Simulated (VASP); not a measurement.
# GaN (Fm-3m) in VASP: notebook, part 2 of 2

VASP 6.6.1.

**4. Vibrations by perturbation theory, LDA**

INCAR reads:

```
SYSTEM = GaN
PREC = Accurate
ENCUT = 520
EDIFF = 1E-8
ISMEAR = 0
SIGMA = 0.01
LREAL = .FALSE.
LASPH = .TRUE.
NELM = 80
ALGO = Normal
ISIF = 2
LWAVE = .FALSE.
LCHARG = .FALSE.
IBRION = 8
NSW = 1
LEPSILON = .TRUE.
```

KPOINTS reads:

```
regular mesh
0
G
  8 8 8
  0 0 0
```

POSCAR reads:

```
GaN
1.0
    0.0000000000      2.1352350000      2.1352350000
    2.1352350000      0.0000000000      2.1352350000
    2.1352350000      2.1352350000      0.0000000000
Ga N
1 1
Direct
    0.0000000000      0.0000000000      0.0000000000
    0.5000000000      0.5000000000      0.5000000000
```

Potentials or basis: VASP PAW LDA potentials, release 64 (Ga_d, N).

Run with:

```
> cat potpaw_LDA.64/Ga_d/POTCAR potpaw_LDA.64/N/POTCAR > POTCAR
> mpirun -np 1 vasp_std > vasp.out
```

OUTCAR:

```text
SYSTEM = GaN
   PREC = Accurate
   ENCUT = 520
   EDIFF = 1E-8
   ISMEAR = 0
   LREAL = .FALSE.
   LASPH = .TRUE.
   NELM = 80
   ISIF = 2
   IBRION = 8
   NSW = 1
   LEPSILON = .TRUE.

 ion  position               nearest neighbor table
   1  0.000  0.000  0.000-   2 2.14   2 2.14   2 2.14   2 2.14   2 2.14   2 2.14
   2  0.500  0.500  0.500-   1 2.14   1 2.14   1 2.14   1 2.14   1 2.14   1 2.14

  LATTYP: Found a face centered cubic cell.
 ALAT       =     4.2704700000

  Lattice vectors:

 A1 = (   0.0000000000,   2.1352350000,   2.1352350000)
 A2 = (   2.1352350000,   0.0000000000,   2.1352350000)
 A3 = (   2.1352350000,   2.1352350000,   0.0000000000)

Analysis of symmetry for initial positions (statically):
=====================================================================
 Subroutine PRICEL returns:
 Original cell was already a primitive cell.

 Routine SETGRP: Setting up the symmetry group for a
 face centered cubic supercell.

 Subroutine GETGRP returns: Found 48 space group operations
 (whereof 48 operations were pure point group operations)
 out of a pool of 48 trial point group operations.

The static configuration has the point symmetry O_h .

Analysis of symmetry for dynamics (positions and initial velocities):
=====================================================================
 Subroutine PRICEL returns:
 Original cell was already a primitive cell.

 Routine SETGRP: Setting up the symmetry group for a
 face centered cubic supercell.

 Subroutine GETGRP returns: Found 48 space group operations
[... 643 lines left out ...]
          XX          YY          ZZ          XY          YZ          ZX
  --------------------------------------------------------------------------------
  x     0.00000     0.00000     0.00000     0.00000     0.00000     0.00000
  y     0.00000     0.00000     0.00000     0.00000     0.00000     0.00000
  z     0.00000     0.00000     0.00000     0.00000     0.00000     0.00000

 BORN EFFECTIVE CHARGES (including local field effects) (in |e|, cummulative output)
 ---------------------------------------------------------------------------------
 ion    1
    1     3.64359     0.00000     0.00000
    2     0.00000     3.64359    -0.00000
    3     0.00000    -0.00000     3.64359
 ion    2
    1    -3.64359     0.00000    -0.00000
    2     0.00000    -3.64359     0.00000
    3    -0.00000     0.00000    -3.64359

 INTERNAL STRAIN TENSOR FOR ION    2 for displacements in x,y,z  (eV/Angst):
          X           Y           Z          XY          YZ          ZX
  --------------------------------------------------------------------------------
  x     0.00000     0.00000     0.00000     0.00000     0.00000     0.00000
  y     0.00000     0.00000     0.00000     0.00000     0.00000     0.00000
  z     0.00000     0.00000     0.00000     0.00000     0.00000     0.00000

 SECOND DERIVATIVES (NOT SYMMETRIZED)
 ------------------------------------
               1X          1Y          1Z          2X          2Y          2Z
  1X    -1.271609    0.000000    0.000000    1.271609    0.000000    0.000000
  1Y     0.000000   -1.271609    0.000000    0.000000    1.271609    0.000000
  1Z     0.000000    0.000000   -1.271609    0.000000    0.000000    1.271609
  2X     1.250162    0.000000    0.000000   -1.250162    0.000000    0.000000
  2Y     0.000000    1.250162    0.000000    0.000000   -1.250162    0.000000
  2Z     0.000000    0.000000    1.250162    0.000000    0.000000   -1.250162

 Eigenvectors and eigenvalues of the dynamical matrix
 ----------------------------------------------------

   1 f  =    5.126437 THz    32.210352 2PiTHz  170.999522 cm-1    21.201229 meV
             X         Y         Z           dx          dy          dz
      0.000000  0.000000  0.000000     0.000000    0.411846    0.000000
      2.135235  2.135235  2.135235     0.000000   -0.911254    0.000000
[... 21 lines left out ...]
   6 f/i=    0.016362 THz     0.102808 2PiTHz    0.545792 cm-1     0.067669 meV
             X         Y         Z           dx          dy          dz
      0.000000  0.000000  0.000000     0.000000    0.000000    0.911254
      2.135235  2.135235  2.135235     0.000000    0.000000    0.411846

--------------------------------------------------------------------------------------------------------

 MACROSCOPIC STATIC DIELECTRIC TENSOR IONIC CONTRIBUTION
 ------------------------------------------------------
          97.851396    -0.000000     0.000000
          -0.000000    97.851396    -0.000000
           0.000000    -0.000000    97.851396
 ------------------------------------------------------

 ELASTIC MODULI CONTR FROM IONIC RELAXATION (kBar)
 Direction    XX          YY          ZZ          XY          YZ          ZX
 --------------------------------------------------------------------------------
 XX           0.0000      0.0000      0.0000      0.0000      0.0000      0.0000
 YY           0.0000      0.0000      0.0000      0.0000      0.0000      0.0000
 ZZ           0.0000      0.0000      0.0000      0.0000      0.0000      0.0000
 XY           0.0000      0.0000      0.0000      0.0000      0.0000      0.0000
 YZ           0.0000      0.0000      0.0000      0.0000      0.0000      0.0000
 ZX           0.0000      0.0000      0.0000      0.0000      0.0000      0.0000
 --------------------------------------------------------------------------------

 PIEZOELECTRIC TENSOR IONIC CONTR  for field in x, y, z        (C/m^2)
          XX          YY          ZZ          XY          YZ          ZX
  --------------------------------------------------------------------------------
  x     0.00000     0.00000     0.00000     0.00000     0.00000     0.00000
  y     0.00000     0.00000     0.00000     0.00000     0.00000     0.00000
  z     0.00000     0.00000     0.00000     0.00000     0.00000     0.00000
```

stdout:

```text
POSCAR found type information on POSCAR GaN
 POSCAR found :  2 types and       2 ions
 scaLAPACK will be used
 LDA part: xc-table for (Slater(with rela. corr.)+CA(PZ))
 , standard interpolation
 POSCAR, INCAR and KPOINTS ok, starting setup
 FFT: planning ... GRIDC
 FFT: planning ... GRID_SOFT
 FFT: planning ... GRID
[... 24 lines left out ...]
 Linear response to external field, progress :
  Direction:   3
 dielectric tensor                  component  3 :     0.697     2.606     9.008
 Linear response DOF=           2
 Linear response progress:
 first order change of Fermi-energy  -0.15203E-03
 force on displaced ion       1 direction 1 :  -1.272   0.000   0.000
 Born effective charge ion    1 direction 1 :   3.611   0.000   0.000
 Linear response progress:
 first order change of Fermi-energy   0.77991E-03
 force on displaced ion       2 direction 1 :  -1.250   0.000   0.000
 Born effective charge ion    2 direction 1 :  -3.676   0.000   0.000
 Born effective charges drift removed
 Linear response finished
```

Run time: 62 s. Hardware: 1 thread of Intel Xeon 6975P-C (Granite Rapids), shared host; peak memory 0.17 GiB.

What came out:

```
Electronic dielectric tensor (diagonal)                 : 9.01
Born charges (mean of the diagonal)                     : Ga +3.64; N -3.64 e
Highest phonon frequency at Γ, LO-TO splitting left out : 171 cm⁻¹
```

Phonon frequencies in cm⁻¹ (negative: imaginary):
| q point | frequencies |
| --- | --- |
| (0.000, 0.000, 0.000) | -1 -1 -1 171 171 171 |

Electronic dielectric tensor:
```
9.01 0.00 0.00
0.00 9.01 0.00
0.00 0.00 9.01
```

Born effective charge tensors (e):
atom 1, Ga
```
3.64 0.00 0.00
0.00 3.64 0.00
0.00 0.00 3.64
```
atom 2, N
```
-3.64  0.00  0.00
 0.00 -3.64  0.00
 0.00  0.00 -3.64
```

Caveat: the cell wasn't relaxed at this level first, which shifts response properties.

**5. Elastic constants, LDA**

INCAR reads:

```
PREC = Accurate
ENCUT = 600
EDIFF = 1E-8
ISMEAR = 0
SIGMA = 0.01
LREAL = False
LASPH = True
NELM = 60
ALGO = Normal
ISIF = 3
LWAVE = False
LCHARG = False
NBANDS = 16
IBRION = 6
NFREE = 2
POTIM = 0.015
NSW = 1
```

KPOINTS reads:

```
regular mesh
0
Gamma
  8 8 8
```

POSCAR is that of step 4.

Run with:

```
> cat potpaw_LDA.64/Ga_d/POTCAR potpaw_LDA.64/N/POTCAR > POTCAR
> mpirun -np 1 vasp_std > vasp.out
```

Wall time 1.9 min (1 thread of Intel Xeon 6975P-C (Granite Rapids), shared host); peak memory 0.22 GiB.

The run converged. Its results:

* Elastic constants C11, C12, C44: 289, 157, 209 GPa
* Voigt bulk modulus: 201 GPa
* Highest phonon frequency at Γ, LO-TO splitting left out: 172 cm⁻¹

Phonon frequencies in cm⁻¹ (negative: imaginary):
| q point | frequencies |
| --- | --- |
| (0.000, 0.000, 0.000) | 0 0 0 172 172 172 |

Elastic tensor in Voigt notation (GPa, in the Cartesian axes of the cell as first typed):
```
289 157 157   0   0   0
157 289 157   0   0   0
157 157 289   0   0   0
  0   0   0 209   0   0
  0   0   0   0 209   0
  0   0   0   0   0 209
```

Clamped-ion elastic tensor (GPa):
```
289 157 157   0   0   0
157 289 157   0   0   0
157 157 289   0   0   0
  0   0   0 209   0   0
  0   0   0   0 209   0
  0   0   0   0   0 209
```

Caveat: the cell is under stress, which shifts elastic constants.

**6. Electric field gradients, PBE**

INCAR reads:

```
SYSTEM = GaN
PREC = Accurate ; ENCUT = 520
EDIFF = 1E-8 ; ISMEAR = -1
SIGMA = 0.05 ; LREAL = .FALSE.
LASPH = .TRUE. ; NELM = 120
ALGO = Normal ; ISIF = 2
LWAVE = .FALSE. ; LCHARG = .FALSE.
GGA = PE ; LEFG = .TRUE.
NBANDS = 16 ; GGA_COMPAT = .FALSE.
```

KPOINTS reads:

```
Automatic mesh
0
G
  11 11 11
  0 0 0
```

POSCAR is that of step 5.

Potentials or basis: VASP PAW PBE potentials, release 64 (Ga_d, N).

Run with:

```
> cat potpaw_PBE.64/Ga_d/POTCAR potpaw_PBE.64/N/POTCAR > POTCAR
> mpirun -np 1 vasp_std > vasp.out
```

OUTCAR:

```text
SYSTEM = GaN
   PREC = Accurate
   ENCUT = 520
   EDIFF = 1E-8
   ISMEAR = -1
   LREAL = .FALSE.
   LASPH = .TRUE.
   NELM = 120
   ISIF = 2
   GGA = PE

 ion  position               nearest neighbor table
   1  0.000  0.000  0.000-   2 2.14   2 2.14   2 2.14   2 2.14   2 2.14   2 2.14
   2  0.500  0.500  0.500-   1 2.14   1 2.14   1 2.14   1 2.14   1 2.14   1 2.14

  LATTYP: Found a face centered cubic cell.
 ALAT       =     4.2704700000

  Lattice vectors:

 A1 = (   0.0000000000,   2.1352350000,   2.1352350000)
 A2 = (   2.1352350000,   0.0000000000,   2.1352350000)
 A3 = (   2.1352350000,   2.1352350000,   0.0000000000)

Analysis of symmetry for initial positions (statically):
=====================================================================
 Subroutine PRICEL returns:
 Original cell was already a primitive cell.

 Routine SETGRP: Setting up the symmetry group for a
 face centered cubic supercell.

 Subroutine GETGRP returns: Found 48 space group operations
 (whereof 48 operations were pure point group operations)
 out of a pool of 48 trial point group operations.

The static configuration has the point symmetry O_h .

Analysis of symmetry for dynamics (positions and initial velocities):
=====================================================================
 Subroutine PRICEL returns:
 Original cell was already a primitive cell.

 Routine SETGRP: Setting up the symmetry group for a
 face centered cubic supercell.

 Subroutine GETGRP returns: Found 48 space group operations
 (whereof 48 operations were pure point group operations)
 out of a pool of 48 trial point group operations.

The dynamic configuration has the point symmetry O_h .

 Subroutine INISYM returns: Found 48 space group operations
 (whereof 48 operations are pure point group operations),
 and found     1 'primitive' translations

----------------------------------------------------------------------------------------

                                     Primitive cell

  volume of cell :      19.4700

  direct lattice vectors                    reciprocal lattice vectors
     0.000000000  2.135235000  2.135235000    -0.234166263  0.234166263  0.234166263
     2.135235000  0.000000000  2.135235000     0.234166263 -0.234166263  0.234166263
     2.135235000  2.135235000  0.000000000     0.234166263  0.234166263 -0.234166263

  length of vectors
     3.019678296  3.019678296  3.019678296     0.405587864  0.405587864  0.405587864

  position of ions in fractional coordinates (direct lattice)
     0.000000000  0.000000000  0.000000000
     0.500000000  0.500000000  0.500000000

  ion indices of the primitive-cell ions
   primitive index   ion index
                 1           1
                 2           2

----------------------------------------------------------------------------------------

 KPOINTS: Automatic mesh

Automatic generation of k-mesh.
[... 66 lines left out ...]
   EDIFF  = 0.1E-07   stopping-criterion for ELM
   LREAL  =      F    real-space projection
   EDIFFG = 0.1E-06   stopping-criterion for IOM
   NSW    =      0    number of steps for IOM
   IBRION =     -1    ionic relax: 0-MD 1-quasi-New 2-CG
   NFREE  =      0    steps in history (QN), initial steepest desc. (CG)
   ISIF   =      2    stress and relaxation
   ISYM   =      2    0-nonsym 1-usesym 2-fastsym
   POTIM  = 0.5000    time-step for ionic-motion
   TEBEG  =    0.0;   TEEND  =   0.0 temperature during run
   PSTRESS=    0.0 pullay stress
   NELECT =      18.0000    total number of electrons
   NUPDOWN=      -1.0000    fix difference up-down
   EMIN   =  10.00;   EMAX   =-10.00  energy-range for DOS
   EFERMI =   0.00;   METHOD = LEGACY
   ISMEAR =    -1;   SIGMA  =   0.05  broadening in eV -4-tet -1-fermi 0-gaus
   EFERMI_NEDOS =   21; number of points for ismear=-14 and -15
   IALGO  =     38    algorithm
   IMIX   =      4    mixing-type and parameters
     AMIX     =   0.40;   BMIX     =  1.00
     AMIX_MAG =   1.60;   BMIX_MAG =  1.00
  volume/ion in A,a.u.               =       9.74        65.70
  Fermi-wavevector in a.u.,A,eV,Ry     =   1.594814  3.013761 34.605481  2.543431
  Thomas-Fermi vector in A             =   2.692830
   LORBIT       =      0    0 simple, 1 ext, 2 COOP (PROOUT), +10 PAW based schemes
   GGA     = PE    functional components
   LHFCALC =     F    Hartree Fock is set to
   AEXX    =    0.0000 exact exchange contribution
   IVDW    =     0    specifies the selected vdW correction
   LEPSILON=     F    determine dielectric tensor
   LRPA    =     F    only Hartree local field effects (RPA)
 non-spin polarized calculation
  energy-cutoff  :      520.00
  volume of cell :       19.47
 maximum number of plane-waves:       534
   NGX = 11   NGY = 11   NGZ = 11

 number of electron      18.0000005 magnetization

 Free energy of the ion-electron system (eV)
  ---------------------------------------------------
  ext. energy  EPLUGINS =         0.00000000
  ---------------------------------------------------
  free energy    TOTEN  =       -11.20665627 eV

  energy without entropy =      -11.20659909  energy(sigma->0) =      -11.20662768

 E-fermi :   7.8330     XC(G=0): -12.9044

 val. band max:        7.5260604060   @ k =  -0.1818   0.1818   0.0000
 cond. band min:       8.0668661635   @ k =   0.4545   0.4545   0.0000
 fundamental gap:      0.5408057576
 Fermi energy:         7.8329660307

 k-point     1 :       0.0000    0.0000    0.0000
  band No.  band energies     occupation
      1      -9.4813      2.00000
      2      -6.4856      2.00000
      3      -6.4856      2.00000
      4      -6.4856      2.00000
      5      -6.3985      2.00000
      6      -6.3985      2.00000
[... 433 lines left out ...]
      3      -6.5342      2.00000
      4      -6.5177      2.00000
      5      -6.4019      2.00000
      6      -6.1910      2.00000
[... 8 lines left out ...]
     15      25.4450      0.00000
     16      27.6276      0.00000

 [... further k-points ...]
[... 5 lines left out ...]
  --------------------------------------------------------------------------------------
  -------------------------------------------------------------------------------------
  Total        0.0519212      0.0519212      0.0519212     -0.0000000      0.0000000     -0.0000000
  in kB        4.2725608      4.2725608      4.2725608     -0.0000000      0.0000000     -0.0000000
  external PRESSURE =       4.2725608 kB  Pullay stress =       0.0000000 kB

 VOLUME and BASIS-vectors are now :
 -----------------------------------------------------------------------------
  energy-cutoff  :      520.00
  volume of cell :       19.47
      direct lattice vectors                 reciprocal lattice vectors
     0.000000000  2.135235000  2.135235000    -0.234166263  0.234166263  0.234166263
     2.135235000  0.000000000  2.135235000     0.234166263 -0.234166263  0.234166263
     2.135235000  2.135235000  0.000000000     0.234166263  0.234166263 -0.234166263

 POSITION                                       TOTAL-FORCE (eV/Angst)
 -----------------------------------------------------------------------------------
      0.00000      0.00000      0.00000         0.000000     -0.000000      0.000000
      2.13524      2.13524      2.13524        -0.000000      0.000000     -0.000000
 -----------------------------------------------------------------------------------
    total drift:                                0.000000     -0.000000     -0.000000

  FREE ENERGIE OF THE ION-ELECTRON SYSTEM (eV)
  ---------------------------------------------------
  free  energy   TOTEN  =       -11.2066562728 eV

  energy  without entropy=      -11.2065990902  energy(sigma->0) =      -11.20662768

 Electric field gradients (V/A^2)
---------------------------------------------------------------------
 ion       V_xx      V_yy      V_zz      V_xy      V_xz      V_yz
---------------------------------------------------------------------
   1       0.000     0.000    -0.000     0.001     0.001     0.001
   2      -0.000    -0.000     0.000    -0.001    -0.001    -0.001
---------------------------------------------------------------------

 Electric field gradients after diagonalization (V/A^2)
 (convention: |V_zz| > |V_xx| > |V_yy|)
----------------------------------------------------------------------
 ion       V_xx      V_yy      V_zz     asymmetry (V_yy - V_xx)/ V_zz
----------------------------------------------------------------------
   1      -0.001    -0.001     0.003       0.000
   2       0.001     0.001    -0.001       0.000
----------------------------------------------------------------------

           NMR quadrupolar parameters

 Cq : quadrupolar parameter    Cq=e*Q*V_zz/h
 eta: asymmetry parameters     (V_yy - V_xx)/ V_zz
 Q  : nuclear electric quadrupole moment in mb (millibarn)
----------------------------------------------------------------------
 ion       Cq(MHz)       eta       Q (mb)
----------------------------------------------------------------------
   1       0.000       0.000       1.000
   2      -0.000       0.000       1.000
----------------------------------------------------------------------
```

stdout:

```text
POSCAR found type information on POSCAR GaN
 POSCAR found :  2 types and       2 ions
 scaLAPACK will be used
 LDA part: xc-table for (Slater+PW92), standard interpolation
 POSCAR, INCAR and KPOINTS ok, starting setup
 FFT: planning ... GRIDC
 FFT: planning ... GRID_SOFT
 FFT: planning ... GRID
 WAVECAR not read
 entering main loop
ion   1

ion   2
```

Wall time 16 s (1 thread of Intel Xeon 6975P-C, shared host); peak memory 0.15 GiB.

Results:

```yaml
Free_energy: -11.2067 eV
Pressure: 0.4 GPa
Band_gap_on_the_k_mesh: 0.54 eV, indirect (least direct gap 2.37 eV)
```

Levels at points of the mesh, in eV from the valence-band top:
| k point | band 6 | band 7 | band 8 | band 9 | band 10 | band 11 | band 12 | band 13 |
| --- | --- | --- | --- | --- | --- | --- | --- | --- |
| (0.00, 0.00, 0.00) | -13.92 | -0.49 | -0.49 | -0.49 | 1.88 | 14.53 | 14.53 | 14.53 |

Caveat: without QUAD_EFG the Cq values of the log hold for a quadrupole moment of 1 mb, not for the nuclei. A k mesh can miss the band edges.

**7. Summary**

| task | level | potentials or basis | k mesh | cutoff (eV) | smearing | ions in elastic constants | gap on the mesh (eV) |
| --- | --- | --- | --- | --- | --- | --- | --- |
| dielectric tensor | PBE | VASP PAW PBE potentials, release 64 (Ga_d, N) | 10 × 10 × 10 | 520 | gaussian 0.01 eV | - | 0.43 |
| dielectric tensor | PBEsol | VASP PAW PBE potentials, release 64 (Ga_d, N) | 11 × 11 × 11 | 520 | gaussian 0.01 eV | - | 0.46 |
| vibrations by perturbation theory | LDA | VASP PAW LDA potentials, release 64 (Ga_d, N) | 8 × 8 × 8 | 520 | gaussian 0.01 eV | - | - |
| elastic constants | LDA | VASP PAW LDA potentials, release 64 (Ga_d, N) | 8 × 8 × 8 | 600 | gaussian 0.01 eV | relaxed | - |
| electric field gradients | PBE | VASP PAW PBE potentials, release 64 (Ga_d, N) | 11 × 11 × 11 | 520 | fermi-dirac 0.05 eV | - | 0.54 |

Alike in all rows: no spin polarisation; cell as given.

Caveats: the gap is small at this level, which inflates the dielectric constant (some runs); the PAW data sets were made with another functional, which shifts forces and pressure a little (some runs); the cell wasn't relaxed at this level first, which shifts response properties (some runs); the cell is under stress, which shifts elastic constants (some runs).

Absolute energies hang on the potentials; compare differences alone.
